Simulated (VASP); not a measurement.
# W12O in VASP: further runs

The runs below take W12O through single point, with PBE.

Program: VASP 6.6.1. These are calculated values, not measurements. Logs are shortened: lines on timing, memory, paths and dates and some standing lists are left out, and cuts for length are marked.

## 1. The cell of the first run

The cell holds a slab with vacuum, 13 atoms: a = 5.514 Å, b = 5.514 Å, c = 21.356 Å, α = 90.00°, β = 90.00°, γ = 109.47°.

## 2. Single point, PBE

Input file INCAR:

```
PREC = Accurate ; ENCUT = 520
EDIFF = 1E-6 ; ISMEAR = 0
SIGMA = 0.1 ; LREAL = False
LASPH = True ; NELM = 60
ALGO = Normal ; ISIF = 2
LWAVE = False ; LCHARG = True
LDIPOL = True ; IDIPOL = 3
DIPOL = 0.5 0.5 0.306 ; GGA = PE
LELF = True ; LVHAR = True
LVACPOTAV = True ; NBANDS = 99
```

Input file KPOINTS:

```
Automatic mesh
0
Gamma
  5 5 1
```

Input file POSCAR:

```
W12O
1.0
    5.5140853207      0.0000000000      0.0000000000
   -1.8380284402      5.1987294965      0.0000000000
    0.0000000000      0.0000000000     21.3560050645
W O
12 1
Direct
    0.2500000000      0.2500000000      0.1873009483
    0.2500000000      0.7500000000      0.1873009483
    0.7500000000      0.2500000000      0.1873009483
    0.7500000000      0.7500000000      0.1873009483
    0.0000000000      0.0000000000      0.2892877541
    0.0000000000      0.5000000000      0.2892877541
    0.5000000000      0.0000000000      0.2892877541
    0.5000000000      0.5000000000      0.2892877541
    0.2500000000      0.2500000000      0.3912719181
    0.2500000000      0.7500000000      0.3912719181
    0.7500000000      0.2500000000      0.3912719181
    0.7500000000      0.7500000000      0.3912719181
    0.3333333333      0.3333333333      0.5050572442
```

Potentials or basis: VASP PAW PBE potentials, release 64 (W_sv, O).

On the command line:

```sh
$ cat potpaw_PBE.64/W_sv/POTCAR potpaw_PBE.64/O/POTCAR > POTCAR
$ mpirun -np 1 vasp_std > vasp.out
```

OUTCAR:

```text
PREC = Accurate
   ENCUT = 520
   EDIFF = 1E-6
   ISMEAR = 0
   LREAL = False
   LASPH = True
   NELM = 60
   ISIF = 2
   GGA = PE

 ion  position               nearest neighbor table
   1  0.250  0.250  0.187-   5 2.70   8 2.70   3 2.76   3 2.76   2 2.76   2 2.76   7 3.13   6 3.13
                             4 3.18   4 3.18
   2  0.250  0.750  0.187-   6 2.70   7 2.70   4 2.76   4 2.76   1 2.76   1 2.76   5 3.13   8 3.13
                             3 3.18   3 3.18
   3  0.750  0.250  0.187-   6 2.70   7 2.70   1 2.76   1 2.76   4 2.76   4 2.76   5 3.13   8 3.13
                             2 3.18   2 3.18
   4  0.750  0.750  0.187-   5 2.70   8 2.70   2 2.76   2 2.76   3 2.76   3 2.76   7 3.13   6 3.13
                             1 3.18   1 3.18
   5  0.000  0.000  0.289-   9 2.70  12 2.70   1 2.70   4 2.70   7 2.76   7 2.76   6 2.76   6 2.76
                            11 3.13  10 3.13   3 3.13   2 3.13   8 3.18   8 3.18
   6  0.000  0.500  0.289-  10 2.70  11 2.70   2 2.70   3 2.70   8 2.76   8 2.76   5 2.76   5 2.76
                             9 3.13  12 3.13   1 3.13   4 3.13   7 3.18   7 3.18
   7  0.500  0.000  0.289-  10 2.70  11 2.70   2 2.70   3 2.70   5 2.76   5 2.76   8 2.76   8 2.76
                             9 3.13  12 3.13   1 3.13   4 3.13   6 3.18   6 3.18
   8  0.500  0.500  0.289-   9 2.70  12 2.70   1 2.70   4 2.70   6 2.76   6 2.76   7 2.76   7 2.76
                            11 3.13  10 3.13   3 3.13   2 3.13   5 3.18   5 3.18
   9  0.250  0.250  0.391-  13 2.49   8 2.70   5 2.70  11 2.76  11 2.76  10 2.76  10 2.76   6 3.13
                             7 3.13  12 3.18  12 3.18
  10  0.250  0.750  0.391-   6 2.70   7 2.70  12 2.76  12 2.76   9 2.76   9 2.76   5 3.13   8 3.13
                            11 3.18  11 3.18
  11  0.750  0.250  0.391-   6 2.70   7 2.70   9 2.76   9 2.76  12 2.76  12 2.76   5 3.13   8 3.13
                            10 3.18  10 3.18
  12  0.750  0.750  0.391-   5 2.70   8 2.70  10 2.76  10 2.76  11 2.76  11 2.76   7 3.13   6 3.13
                             9 3.18   9 3.18
  13  0.333  0.333  0.505-   9 2.49

  LATTYP: Found a base centered orthorhombic cell.
 ALAT       =     6.3671172886
 B/A-ratio  =     1.4142135624
 C/A-ratio  =     3.3541089470

  Lattice vectors:

 A1 = (   5.5140853207,   0.0000000000,   0.0000000000)
 A2 = (  -1.8380284402,   5.1987294965,   0.0000000000)
 A3 = (   0.0000000000,   0.0000000000,  21.3560050645)

Analysis of symmetry for initial positions (statically):
=====================================================================
 Subroutine PRICEL returns:
 Original cell was already a primitive cell.

 Routine SETGRP: Setting up the symmetry group for a
 base centered orthorhombic supercell.

 Subroutine GETGRP returns: Found  2 space group operations
 (whereof  2 operations were pure point group operations)
[... 145 lines left out ...]
  Thomas-Fermi vector in A             =   2.212251
   LORBIT       =      0    0 simple, 1 ext, 2 COOP (PROOUT), +10 PAW based schemes
   GGA     = PE    functional components
   LHFCALC =     F    Hartree Fock is set to
   AEXX    =    0.0000 exact exchange contribution
   IVDW    =     0    specifies the selected vdW correction
   LEPSILON=     F    determine dielectric tensor
   LRPA    =     F    only Hartree local field effects (RPA)
 non-spin polarized calculation
 Gauss-broadening in eV      SIGMA  =   0.10
  energy-cutoff  :      520.00
  volume of cell :      612.20
 maximum number of plane-waves:     16503
 NGX is ok and might be reduce to    42
   NGX = 21   NGY = 21   NGZ = 79

 dipolmoment           0.000000      0.000000     -0.033198 electrons x Angstroem

 number of electron     174.0000026 magnetization

 dipolmoment           0.000000      0.000000      0.351495 electrons x Angstroem

 Free energy of the ion-electron system (eV)
  ---------------------------------------------------
  ext. energy  EPLUGINS =         0.00000000
  ---------------------------------------------------
  free energy    TOTEN  =      -147.81242860 eV

  energy without entropy =     -147.73820593  energy(sigma->0) =     -147.77531726

 E-fermi :  -0.3478     XC(G=0):  -5.4295

 val. band max:       -0.3766923219   @ k =   0.4000   0.2000   0.0000
 cond. band min:      -0.3298535229   @ k =  -0.4000   0.2000   0.0000
 fundamental gap:      0.0468387991
 Fermi energy:        -0.3478000389

 k-point     1 :       0.0000    0.0000    0.0000
  band No.  band energies     occupation
      1     -74.5063      2.00000
      2     -74.4364      2.00000
      3     -74.4234      2.00000
      4     -74.4009      2.00000
      5     -74.3793      2.00000
      6     -74.3476      2.00000
[... 907 lines left out ...]
     98       0.9098      0.00000
     99       1.0380      0.00000

------------------------ aborting loop because EDIFF is reached ----------------------------------------

  FORCE on cell =-STRESS in cart. coord.  units (eV):
  Direction    XX          YY          ZZ          XY          YZ          ZX
  --------------------------------------------------------------------------------------
  -------------------------------------------------------------------------------------
  Total      -11.8729414    -13.7069611     -9.7280608     -2.5936955     -0.6680462     -0.4723800
  in kB      -31.0726426    -35.8724504    -25.4592814     -6.7879534     -1.7483418     -1.2362644
  external PRESSURE =     -30.8014581 kB  Pullay stress =       0.0000000 kB

 VOLUME and BASIS-vectors are now :
 -----------------------------------------------------------------------------
  energy-cutoff  :      520.00
  volume of cell :      612.20
      direct lattice vectors                 reciprocal lattice vectors
     5.514085321  0.000000000  0.000000000     0.181353741  0.064118230  0.000000000
    -1.838028440  5.198729497  0.000000000     0.000000000  0.192354690  0.000000000
     0.000000000  0.000000000 21.356005064     0.000000000  0.000000000  0.046825237

 POSITION                                       TOTAL-FORCE (eV/Angst)
 -----------------------------------------------------------------------------------
      0.91901      1.29968      4.00000        -0.011216     -0.015862      0.118379
      0.00000      3.89905      4.00000        -0.052075      0.041848     -0.152860
      3.67606      1.29968      4.00000         0.056813     -0.035148     -0.152860
      2.75704      3.89905      4.00000         0.046635      0.065951      0.117761
      0.00000      0.00000      6.17803        -0.126653     -0.179114     -0.351430
     -0.91901      2.59936      6.17803         0.003826     -0.103491      0.036182
      2.75704      0.00000      6.17803        -0.098848     -0.030890      0.036182
      1.83803      2.59936      6.17803         0.137825      0.194913     -0.347247
      0.91901      1.29968      8.35601         0.192605      0.272385      4.977781
      0.00000      3.89905      8.35601        -0.037516      0.024766      0.278817
      3.67606      1.29968      8.35601         0.035855     -0.027115      0.278817
      2.75704      3.89905      8.35601         0.050171      0.070952     -0.209714
      1.22535      1.73291     10.78601        -0.197422     -0.279196     -4.629807
 -----------------------------------------------------------------------------------
    total drift:                                0.000007      0.000010     -0.000648

  FREE ENERGIE OF THE ION-ELECTRON SYSTEM (eV)
  ---------------------------------------------------
  free  energy   TOTEN  =      -147.8124286027 eV

  energy  without entropy=     -147.7382059272  energy(sigma->0) =     -147.77531726

 vacuum level on the upper side and lower side of the slab         6.778         4.559
```

OSZICAR:

```text
N       E                     dE             d eps       ncg     rms          rms(c)
DAV:   1     0.219429445735E+04    0.21943E+04   -0.10788E+05  2270   0.166E+03
DAV:   2    -0.451941476620E+02   -0.22395E+04   -0.22076E+04  2017   0.517E+02
DAV:   3    -0.154274363685E+03   -0.10908E+03   -0.10498E+03  2214   0.109E+02
[... 31 lines left out ...]
DAV:  35    -0.147812415323E+03   -0.12113E-04   -0.36588E-06  1308   0.497E-03    0.636E-03
DAV:  36    -0.147812420219E+03   -0.48962E-05   -0.44532E-06  1572   0.422E-03    0.715E-03
DAV:  37    -0.147812424382E+03   -0.41636E-05   -0.57392E-07  1076   0.215E-03    0.265E-03
DAV:  38    -0.147812427853E+03   -0.34702E-05   -0.59782E-07  1148   0.163E-03    0.877E-04
DAV:  39    -0.147812428603E+03   -0.75013E-06   -0.11476E-07  1044   0.831E-04
   1 F= -.14781243E+03 E0= -.14777532E+03  d E =-.742227E-01
```

It took 36 min on 1 thread of Intel Xeon Platinum 8175M at 2.50GHz (Skylake/Cascade Lake), shared host; peak memory 0.81 GiB.

What came out:

- Free energy: -147.8124 eV
- Largest force: 4.989 eV/Å
- Band gap on the k mesh: zero (bands 87 and 88 overlap by 1.20 eV)

Forces in eV/Å, atoms in the order of the input:
```
W   -0.011 -0.016  0.118
W   -0.052  0.042 -0.153
W    0.057 -0.035 -0.153
W    0.047  0.066  0.118
W   -0.127 -0.179 -0.351
W    0.004 -0.103  0.036
W   -0.099 -0.031  0.036
W    0.138  0.195 -0.347
W    0.193  0.272  4.978
W   -0.038  0.025  0.279
W    0.036 -0.027  0.279
W    0.050  0.071 -0.210
O   -0.197 -0.279 -4.630
```

Caveat: spin-orbit coupling is left out, which moves the levels of the heavy elements.

## 3. Single point, PBE

Input file INCAR:

```
SYSTEM = W12O
ALGO = Normal
DIPOL = 0.5 0.5 0.303
EDIFF = 1E-6
ENCUT = 520
GGA = PE
IDIPOL = 3
ISIF = 2
ISMEAR = 0
LASPH = .True.
LCHARG = .False.
LDIPOL = .True.
LREAL = .False.
LWAVE = .False.
NBANDS = 99
NELM = 80
PREC = Accurate
SIGMA = 0.1
```

Input file KPOINTS:

```
k-points
0
Gamma
  5 5 1
  0 0 0
```

Changes to POSCAR since step 2:

```diff
@@ -20,2 +20,2 @@
     0.7500000000      0.7500000000      0.3912719181
-    0.3333333333      0.3333333333      0.5050572442
+    0.4166666667      0.4166666667      0.4661922974
```

Potentials or basis: VASP PAW PBE potentials, release 64 (W_sv, O).

On the command line:

```sh
$ cat potpaw_PBE.64/W_sv/POTCAR potpaw_PBE.64/O/POTCAR > POTCAR
$ mpirun -np 1 vasp_std > vasp.out
```

OUTCAR:

```text
SYSTEM = W12O
   EDIFF = 1E-6
   ENCUT = 520
   GGA = PE
   ISIF = 2
   ISMEAR = 0
   LASPH = .True.
   LREAL = .False.
   NELM = 80
   PREC = Accurate

 ion  position               nearest neighbor table
   1  0.250  0.250  0.187-   5 2.70   8 2.70   3 2.76   3 2.76   2 2.76   2 2.76   7 3.13   6 3.13
                             4 3.18   4 3.18
   2  0.250  0.750  0.187-   6 2.70   7 2.70   4 2.76   4 2.76   1 2.76   1 2.76   5 3.13   8 3.13
                             3 3.18   3 3.18
   3  0.750  0.250  0.187-   6 2.70   7 2.70   1 2.76   1 2.76   4 2.76   4 2.76   5 3.13   8 3.13
                             2 3.18   2 3.18
[... 1155 lines left out ...]
  energy-cutoff  :      520.00
  volume of cell :      612.20
      direct lattice vectors                 reciprocal lattice vectors
     5.514085321  0.000000000  0.000000000     0.181353741  0.064118230  0.000000000
    -1.838028440  5.198729497  0.000000000     0.000000000  0.192354690  0.000000000
     0.000000000  0.000000000 21.356005064     0.000000000  0.000000000  0.046825237

 POSITION                                       TOTAL-FORCE (eV/Angst)
 -----------------------------------------------------------------------------------
      0.91901      1.29968      4.00000        -0.046647     -0.065968      0.127685
      0.00000      3.89905      4.00000         0.090786     -0.081463     -0.194188
      3.67606      1.29968      4.00000        -0.107066      0.058440     -0.194188
      2.75704      3.89905      4.00000         0.165595      0.234187      0.285757
      0.00000      0.00000      6.17803        -0.291482     -0.412218     -0.910928
     -0.91901      2.59936      6.17803         0.006411     -0.192523      0.153830
      2.75704      0.00000      6.17803        -0.183649     -0.058130      0.153830
      1.83803      2.59936      6.17803         0.080411      0.113718     -0.429007
      0.91901      1.29968      8.35601        -0.341971     -0.483621      2.568474
      0.00000      3.89905      8.35601        -0.529304      0.361714      0.073903
      3.67606      1.29968      8.35601         0.517462     -0.378461      0.073903
      2.75704      3.89905      8.35601         0.258131      0.365052      0.357760
      1.53169      2.16614      9.95601         0.381323      0.539272     -2.066830
 -----------------------------------------------------------------------------------
    total drift:                                0.000038      0.000053      0.000731

  FREE ENERGIE OF THE ION-ELECTRON SYSTEM (eV)
  ---------------------------------------------------
  free  energy   TOTEN  =      -151.2679335360 eV

  energy  without entropy=     -151.2019497843  energy(sigma->0) =     -151.23494166

 vacuum level on the upper side and lower side of the slab         5.523         5.046
```

OSZICAR:

```text
N       E                     dE             d eps       ncg     rms          rms(c)
DAV:   1     0.220029837581E+04    0.22003E+04   -0.10806E+05  2278   0.166E+03
DAV:   2    -0.474083736223E+02   -0.22477E+04   -0.22146E+04  2009   0.518E+02
DAV:   3    -0.156400982415E+03   -0.10899E+03   -0.10551E+03  2241   0.110E+02
[... 24 lines left out ...]
DAV:  28    -0.151267919584E+03   -0.75442E-05   -0.61869E-07  1188   0.302E-03    0.176E-03
DAV:  29    -0.151267925207E+03   -0.56231E-05   -0.39262E-07  1180   0.151E-03    0.133E-03
DAV:  30    -0.151267929104E+03   -0.38969E-05   -0.20443E-07  1100   0.121E-03    0.787E-04
DAV:  31    -0.151267931865E+03   -0.27604E-05   -0.22011E-07  1060   0.158E-03    0.795E-04
DAV:  32    -0.151267933068E+03   -0.12029E-05   -0.65350E-08  1004   0.662E-04    0.521E-04
DAV:  33    -0.151267933536E+03   -0.46830E-06   -0.34964E-08   996   0.543E-04
   1 F= -.15126793E+03 E0= -.15123494E+03  d E =-.659838E-01
```

stdout:

```text
POSCAR found type information on POSCAR W O
 POSCAR found :  2 types and      13 ions
 scaLAPACK will be used
 LDA part: xc-table for (Slater+PW92), standard interpolation
 POSCAR, INCAR and KPOINTS ok, starting setup
 FFT: planning ... GRIDC
 FFT: planning ... GRID_SOFT
 FFT: planning ... GRID
 WAVECAR not read
 entering main loop
```

Wall time 20 min (1 thread of Intel Xeon 6975P-C (Granite Rapids), shared host); peak memory 0.81 GiB.

What came out:

```yaml
Free_energy: -151.2679 eV
Largest_force: 2.636 eV/Å
Band_gap_on_the_k_mesh: zero (bands 87 and 88 overlap by 1.16 eV)
```

Forces in eV/Å, atoms in the order of the input:
```
W   -0.047 -0.066  0.128
W    0.091 -0.081 -0.194
W   -0.107  0.058 -0.194
W    0.166  0.234  0.286
W   -0.291 -0.412 -0.911
W    0.006 -0.193  0.154
W   -0.184 -0.058  0.154
W    0.080  0.114 -0.429
W   -0.342 -0.484  2.568
W   -0.529  0.362  0.074
W    0.517 -0.378  0.074
W    0.258  0.365  0.358
O    0.381  0.539 -2.067
```

Caveat: spin-orbit coupling is left out, which moves the levels of the heavy elements.

The gap in the log of VASP goes by the Fermi energy; the results here count the filled bands.